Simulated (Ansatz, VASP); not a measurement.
## WS2: VASP beside Ansatz

```
CELL_PARAMETERS angstrom
3.12548 0.00000 0.00000
-1.56274 2.70675 0.00000
0.00000 0.00000 16.95311
ATOMIC_POSITIONS crystal
W 0.33333 0.66667 0.00000
S 0.66667 0.33333 0.90795
S 0.66667 0.33333 0.09205
```

Alike in both runs: functional LDA; k mesh 12 × 12 × 2; occupations gaussian, width 0.02 eV; no spin polarisation.

Ansatz relaxed the structure, and its values are those at the end. VASP's run is a single point on that final structure, the one shown.

```csv
,VASP,Ansatz
version,VASP 6.6.1,Ansatz 0.2.0
potentials or method,"VASP PAW LDA potentials, release 64 (W_sv, S), cutoff 520 eV","scalar-relativistic, plane waves, PAW"
valence electrons in the cell,26,26
```

```tsv
	VASP	Ansatz	Ansatz less VASP
gap on the k mesh at the Fermi level (eV)	2.00	1.99	-0.012
least direct gap on the mesh (eV)	2.00	1.99	-0.012
rms of the force components (eV/Å)	0.022	0.001	-0.0215
```

LDA's correlation is that of Perdew and Zunger in VASP and of Perdew and Wang (1992) in Ansatz.

Neither program's run includes spin-orbit coupling.
